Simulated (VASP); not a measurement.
Set up this calculation in VASP 6.6.1, as the native input.

```
Task                   : single point
Functional             : PBEsol
Potentials or basis    : VASP PAW PBE potentials, release 64 (Al, O)
Cutoff                 : 520 eV
k mesh                 : 11 × 11 × 3
Occupations            : fermi-dirac, width 0.05 eV
Spin                   : no spin polarisation
Dipole correction      : no
Further INCAR settings : ALGO = Normal; EDIFF = 1e-06; NBANDS = 20
```

The structure of Al2O3 lies in POSCAR:

```
Al2O3
1.0
    2.8254446524      0.0000000000      0.0000000000
   -1.4127223262      2.4469068459      0.0000000000
    0.0000000000      0.0000000000      9.1461549695
Al O
2 3
Direct
    0.0000000000      0.0000000000      0.8500076700
    0.0000000000      0.0000000000      0.1499923300
    0.3333333333      0.6666666667      0.7776830800
    0.6666666667      0.3333333333      0.0000000000
    0.3333333333      0.6666666667      0.2223169200
```

One way to write it, as run:

INCAR

```
PREC = Accurate ; ENCUT = 520
EDIFF = 1E-6 ; ISMEAR = -1
SIGMA = 0.05 ; LREAL = F
LASPH = T ; NELM = 60
ALGO = Normal ; ISIF = 2
LWAVE = F ; LCHARG = F
GGA = PS ; NBANDS = 20
```

KPOINTS

```
regular mesh
0
Gamma
  11 11 3
```

Potentials or basis: VASP PAW PBE potentials, release 64 (Al, O).

The run is started by

```bash
$ cat potpaw_PBE.64/Al/POTCAR potpaw_PBE.64/O/POTCAR > POTCAR
$ mpirun -np 1 vasp_std > vasp.out
```

Results of the run:

* Pressure: 6.9 GPa
* Largest force: 0.636 eV/Å
* Band gap on the k mesh: 5.29 eV (least direct gap 5.57 eV)

Caveat: the cell stands under pressure; the PAW data sets were made with another functional, which shifts forces and pressure a little; an odd mesh through Γ misses points on the zone boundary, where band edges can lie.

It took 67 s on 1 thread of Intel Xeon 8259CL, on a shared host, peak memory 0.2 GiB.
